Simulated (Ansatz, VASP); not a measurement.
## One calculation of Sn2H3Br, two programs

```
Sn H Br
1.0
     4.81953    0.00000    0.00000
    -2.40976    4.17383    0.00000
     0.00000    0.00000    9.39646
Sn H Br
2 3 1
Direct
  0.66667 0.33333 0.11214
  0.33333 0.66667 0.03169
  0.66667 0.33333 0.29785
  0.00000 0.00000 0.44782
  0.00000 0.00000 0.52774
  0.33333 0.66667 0.76275
```

Alike in both runs: functional PBE; k mesh 6 × 6 × 4; occupations gaussian, width 0.1 eV; no spin polarisation.

Ansatz relaxed the structure, and its values are those at the end. VASP's run is a single point on that final structure, the one shown.

|  | VASP | Ansatz |
| --- | --- | --- |
| version | VASP 6.6.1 | Ansatz 0.2.0 |
| potentials or method | VASP PAW PBE potentials, release 64 (Sn_d, H, Br), cutoff 520 eV | scalar-relativistic, plane waves, PAW |
| valence electrons in the cell | 38 | 38 |

```tsv
	VASP	Ansatz	Ansatz less VASP
gap on the k mesh at the Fermi level (eV)	none	none	-
pressure (GPa)	0.0	0.0	+0.05
rms of the force components (eV/Å)	0.006	0.002	-0.0036
```

A gap of «none» marks a metal or a gap that the smearing closes.
